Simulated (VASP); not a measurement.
A run of VASP 6.6.1:

File INCAR:

```
PREC = Accurate
ENCUT = 520
EDIFF = 1E-6
ISMEAR = -1
SIGMA = 0.15
LREAL = Auto
LASPH = True
NELM = 100
ALGO = Normal
ISIF = 2
LWAVE = False
LCHARG = False
GGA = PE
NBANDS = 102
```

Contents of KPOINTS:

```
Automatic mesh
0
Gamma
  2 2 1
```

The input POSCAR:

```
Au
1.0
    8.1600000000      0.0000000000      0.0000000000
    0.0000000000      5.7699910000      0.0000000000
    0.0000000000      0.0000000000     15.3274940000
Au
16
Direct
    0.2500000000      0.2500000000      0.0652422000
    0.7500000000      0.2500000000      0.0652422000
    0.2500000000      0.7500000000      0.0652422000
    0.7500000000      0.7500000000      0.0652422000
    0.0000000000      0.0000000000      0.1524344428
    0.5000000000      0.0000000000      0.1524344428
    0.0000000000      0.5000000000      0.1524344428
    0.5000000000      0.5000000000      0.1524344428
    0.2500000000      0.2500000000      0.2638328997
    0.7500000000      0.2500000000      0.2638328997
    0.2500000000      0.7500000000      0.2638328997
    0.7500000000      0.7500000000      0.2638328997
    0.0000000000      0.0000000000      0.3511665250
    0.5000000000      0.0000000000      0.3511665250
    0.0000000000      0.5000000000      0.3511665250
    0.5000000000      0.5000000000      0.3511665250
```

Potentials or basis: VASP PAW PBE potentials, release 64 (Au).

Command:

```bash
$ cat potpaw_PBE.64/Au/POTCAR > POTCAR
$ mpirun -np 1 vasp_std > vasp.out
```

Hardware: 1 thread of Intel(R) Xeon(R) Platinum 8259CL CPU @ 2.50GHz (Skylake/Cascade Lake), on a shared host.

Q: How long does it take, and how much memory?

A: It took 8.1 min on 1 thread of Intel(R) Xeon(R) Platinum 8259CL CPU @ 2.50GHz (Skylake/Cascade Lake) (shared host), peak memory 0.77 GiB. Counts: scf iterations 19, k points 4.
